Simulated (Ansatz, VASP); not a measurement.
## NaIr3Au5: VASP beside Ansatz

INCAR

```
SYSTEM = NaIr3Au5
PREC     = Accurate       ! precision mode
ENCUT    = 520            ! plane-wave cutoff, eV
EDIFF    = 1E-6           ! SCF threshold, eV
ISMEAR   = 0              ! smearing method
SIGMA    = 0.2            ! smearing width, eV
LREAL    = .False.        ! projectors in reciprocal space
LASPH    = .True.         ! aspherical terms in the spheres
NELM     = 60             ! most SCF steps
ALGO     = Fast           ! electronic algorithm
ISIF     = 2              ! what is computed and relaxed
LWAVE    = .False.        ! write WAVECAR
LCHARG   = .False.        ! write CHGCAR
GGA      = PE             ! functional
NBANDS   = 54             ! bands
```

The input KPOINTS:

```
Automatic mesh
0
Gamma
  8 3 3
  0 0 0
```

The input POSCAR:

```
NaIr3Au5
1.0
    0.0000000000      0.0000000000      2.6725517698
    8.0894912678      0.0000000000      0.0000000000
   -4.0447456339      7.0057049416      0.0000000000
Na Ir Au
1 3 5
Direct
    0.0000000000      0.0000000000      0.0000000000
    0.0000000000      0.6493330247      1.0000000000
    0.0000000000      0.0000000000      0.6493330247
    0.0000000000      0.3506669753      0.3506669753
    0.5000000000      0.3064797112      0.0000000000
    0.5000000000      0.0000000000      0.3064797112
    0.5000000000      0.6935202888      0.6935202888
    0.5000000000      0.3333333333      0.6666666667
    0.5000000000      0.6666666667      0.3333333333
```

Input for Ansatz:

```yaml
crystal:
  lattice:
    - [0.0, 0.0, 2.6725517698]
    - [8.0894912678, 0.0, 0.0]
    - [-4.0447456339, 7.0057049416, 0.0]
  atoms:
    - { symbol: Na, position: [0.0, 0.0, 0.0] }
    - { symbol: Ir, position: [0.0, 0.6493330247, 1.0] }
    - { symbol: Ir, position: [0.0, 0.0, 0.6493330247] }
    - { symbol: Ir, position: [0.0, 0.3506669753, 0.3506669753] }
    - { symbol: Au, position: [0.5, 0.3064797112, 0.0] }
    - { symbol: Au, position: [0.5, 0.0, 0.3064797112] }
    - { symbol: Au, position: [0.5, 0.6935202888, 0.6935202888] }
    - { symbol: Au, position: [0.5, 0.3333333333, 0.6666666667] }
    - { symbol: Au, position: [0.5, 0.6666666667, 0.3333333333] }
basis:
  ecutwfc: 420
kpoints:
  mp_grid: { grid: [8, 3, 3] }
hamiltonian:
  xc: pbe
scf:
  occupations: { method: gaussian, width: 0.2 }
  lower_state_search: "off"
output:
  forces: true
  stress: true
  eigenvalues: true
```

Alike in both runs: task single point; functional PBE; k mesh 8 × 3 × 3; occupations gaussian, width 0.2 eV; no spin polarisation.

|  | VASP | Ansatz |
| --- | --- | --- |
| version | VASP 6.6.1 | Ansatz 0.2.0 |
| potentials or method | VASP PAW PBE potentials, release 64 (Na_pv, Ir, Au), cutoff 520 eV | scalar-relativistic, plane waves, PAW |
| valence electrons in the cell | 89 | 155 |

```csv
,VASP,Ansatz,Ansatz less VASP
gap on the k mesh at the Fermi level (eV),none,none,-
pressure (GPa),0.2,0.3,+0.09
"traceless stress, the component that is largest in VASP (GPa)",0.68,0.53,-0.151
rms of the force components (eV/Å),0.004,0.005,+0.0007
```

Atom by atom the forces differ by 0.004 eV/Å (rms over components). A gap of «none» marks a metal or a gap that the smearing closes. The functional is the same, so the differences come from potentials, cutoffs and numerics. VASP's potentials hold 89 valence electrons a cell and Ansatz's 155, so a difference there can come from the potentials and not from the codes.

Neither program's run includes spin-orbit coupling.
